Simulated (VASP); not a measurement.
**NaCl: single point with PBE-based screened hybrid**

The system is NaCl.

```
Na Cl
1.0
     0.00000    2.80270    2.80270
     2.80270    0.00000    2.80270
     2.80270    2.80270    0.00000
Na Cl
1 1
Cartesian
  0.0000 0.0000 0.0000
  2.8027 2.8027 2.8027
```

| Property | Result |
| --- | --- |
| Program | VASP 6.6.1 |
| Task | single point |
| Functional | PBE-based screened hybrid |
| Potentials or basis | VASP PAW PBE potentials, release 64 (Na_pv, Cl) |
| Cutoff | 520 eV |
| k mesh | 4 × 4 × 4 |
| Occupations | gaussian, width 0.01 eV |
| Spin | no spin polarisation |
| Dipole correction | no |
| Grid for exact exchange (PRECFOCK) | Normal |
| Share of exact exchange | 0.1 |
| Further INCAR settings | ALGO = Normal; EDIFF = 1e-06; NBANDS = 14 |
| Screening parameter | 0.2078 1/Å |

```yaml
Pressure: 1.2 GPa
Band_gap_on_the_k_mesh: 5.72 eV, direct
```

Levels at points of the mesh, in eV from the valence-band top:
```csv
k point,band 5,band 6,band 7,band 8,band 9,band 10
"(0.00, 0.00, 0.00)",0.00,0.00,0.00,5.72,11.74,11.74
"(0.50, 0.00, 0.00)",-2.03,-0.28,-0.28,7.84,11.42,11.63
"(0.50, 0.50, 0.00)",-1.76,-0.63,-0.63,8.17,8.59,12.08
```

Wall time 66 s on 1 thread of Intel(R) Xeon(R) Platinum 8559C (Emerald Rapids), with other jobs on the host, peak memory 0.26 GiB.

Caveat: the k points lie up to 0.49 Å⁻¹ apart; the PAW data sets were made with another functional, which shifts forces and pressure a little.
